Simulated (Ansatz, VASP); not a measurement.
**BN: VASP beside Ansatz**

File INCAR:

```
SYSTEM = BN
PREC     = Accurate       ! precision mode
ENCUT    = 600            ! plane-wave cutoff, eV
EDIFF    = 1E-6           ! SCF threshold, eV
ISMEAR   = 0              ! smearing method
SIGMA    = 0.01           ! smearing width, eV
LREAL    = .False.        ! projectors in reciprocal space
LASPH    = .True.         ! aspherical terms in the spheres
NELM     = 120            ! most SCF steps
ALGO     = Normal         ! electronic algorithm
ISIF     = 2              ! what is computed and relaxed
LWAVE    = .False.        ! write WAVECAR
LCHARG   = .False.        ! write CHGCAR
NBANDS   = 11             ! bands
GGA_COMPAT= .False.
```

The input KPOINTS:

```
regular mesh
0
Gamma
  12 12 12
  0 0 0
```

Contents of POSCAR:

```
BN
1.0
    0.0000000000      1.7782590945      1.7782590945
    1.7782590945      0.0000000000      1.7782590945
    1.7782590945      1.7782590945      0.0000000000
B N
1 1
Direct
    0.0000000000      0.0000000000      0.0000000000
    0.2500000000      0.2500000000      0.2500000000
```

Input for Ansatz:

```yaml
crystal:
  lattice:
    - [0.0, 1.7782590945, 1.7782590945]
    - [1.7782590945, 0.0, 1.7782590945]
    - [1.7782590945, 1.7782590945, 0.0]
  atoms:
    - { symbol: B, position: [0.0, 0.0, 0.0] }
    - { symbol: "N", position: [0.25, 0.25, 0.25] }
basis:
  ecutwfc: 420
kpoints:
  mp_grid: { grid: [12, 12, 12] }
hamiltonian:
  xc: lda
scf:
  occupations: { method: fixed }
output:
  forces: true
  stress: true
  eigenvalues: true
```

Alike in both runs: task single point; functional LDA; k mesh 12 × 12 × 12; no spin polarisation.

|  | VASP | Ansatz |
| --- | --- | --- |
| version | VASP 6.6.1 | Ansatz 0.2.0 |
| potentials or method | VASP PAW LDA potentials, release 64 (B, N), cutoff 600 eV | scalar-relativistic, plane waves, PAW |
| occupations | gaussian, width 0.01 eV | fixed |
| valence electrons in the cell | 8 | 8 |

|  | VASP | Ansatz | Ansatz less VASP |
| --- | --- | --- | --- |
| gap on the k mesh at the Fermi level (eV) | 4.40 | 4.42 | +0.016 |
| least direct gap on the mesh (eV) | 8.91 | 8.93 | +0.012 |
| pressure (GPa) | 9.3 | 8.4 | -0.85 |

LDA's correlation is that of Perdew and Zunger in VASP and of Perdew and Wang (1992) in Ansatz.
